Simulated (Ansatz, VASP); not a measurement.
**Si2Ni in VASP and in Ansatz**

```
CELL_PARAMETERS angstrom
0.00000 2.72343 2.72343
2.72343 0.00000 2.72343
2.72343 2.72343 0.00000
ATOMIC_POSITIONS crystal
Si 0.25000 0.25000 0.25000
Si 0.75000 0.75000 0.75000
Ni 0.00000 0.00000 0.00000
```

Alike in both runs: functional PBE; k mesh 14 × 14 × 14; occupations gaussian, width 0.1 eV; no spin polarisation.

Ansatz relaxed the structure, and its values are those at the end. VASP's run is a single point on that final structure, the one shown.

```csv
,VASP,Ansatz
version,VASP 6.6.1,Ansatz 0.2.0
potentials or method,"VASP PAW PBE potentials, release 64 (Si, Ni), cutoff 520 eV","scalar-relativistic, plane waves, PAW"
valence electrons in the cell,18,26
```

|  | VASP | Ansatz | Ansatz less VASP |
| --- | --- | --- | --- |
| gap on the k mesh at the Fermi level (eV) | none | none | - |
| pressure (GPa) | -0.1 | 0.0 | +0.15 |

A gap of «none» marks a metal or a gap that the smearing closes. VASP's potentials hold 18 valence electrons a cell and Ansatz's 26, so a difference there can come from the potentials and not from the codes.
